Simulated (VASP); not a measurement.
Write the native input for VASP 6.6.1 that does the following.

```yaml
Task: single point
Functional: PBEsol
Potentials_or_basis: VASP PAW PBE potentials, release 64 (Rh_pv)
Cutoff: 500 eV
k_mesh: 6 × 6 × 4
Occupations: tetrahedron
Spin: no spin polarisation
Dipole_correction: no
Further_INCAR_settings: ALGO = Normal; EDIFF = 1e-06; NBANDS = 22
```

The structure of Rh lies in POSCAR:

```
Rh
1.0
    2.7309790422      0.0000000000      0.0000000000
   -1.3654895211      2.3650972278      0.0000000000
    0.0000000000      0.0000000000      4.4284890000
Rh
2
Direct
    0.6666666667      0.3333333333      0.7500000000
    0.3333333333      0.6666666667      0.2500000000
```

One way to write it, as run:

INCAR

```
SYSTEM = Rh
ALGO = Normal ; EDIFF = 1E-6
ENCUT = 500 ; GGA = PS
GGA_COMPAT = .FALSE. ; ISIF = 2
ISMEAR = -5 ; LASPH = .TRUE.
LCHARG = .TRUE. ; LELF = .TRUE.
LREAL = .FALSE. ; LVHAR = .TRUE.
LWAVE = .FALSE. ; NBANDS = 22
NELM = 120 ; PREC = Accurate
SIGMA = 0.1
```

KPOINTS

```
k-points
0
G
  6 6 4
  0 0 0
```

Potentials or basis: VASP PAW PBE potentials, release 64 (Rh_pv).

Launch:

```console
$ cat potpaw_PBE.64/Rh_pv/POTCAR > POTCAR
$ mpirun -np 1 vasp_std > vasp.out
```

It gave:

```yaml
Pressure: -13.7 GPa
Band_gap_on_the_k_mesh: zero (band 15 reaches 11.73 eV, above the bottom of band 16 at 9.42 eV)
```

Caveat: the k points lie up to 0.44 Å⁻¹ apart; the PAW data sets were made with another functional, which shifts forces and pressure a little; tetrahedron occupations give inexact forces and stress in metals.

It took 17 s on 1 thread of Intel Xeon 8259CL (shared host), peak memory 0.14 GiB.
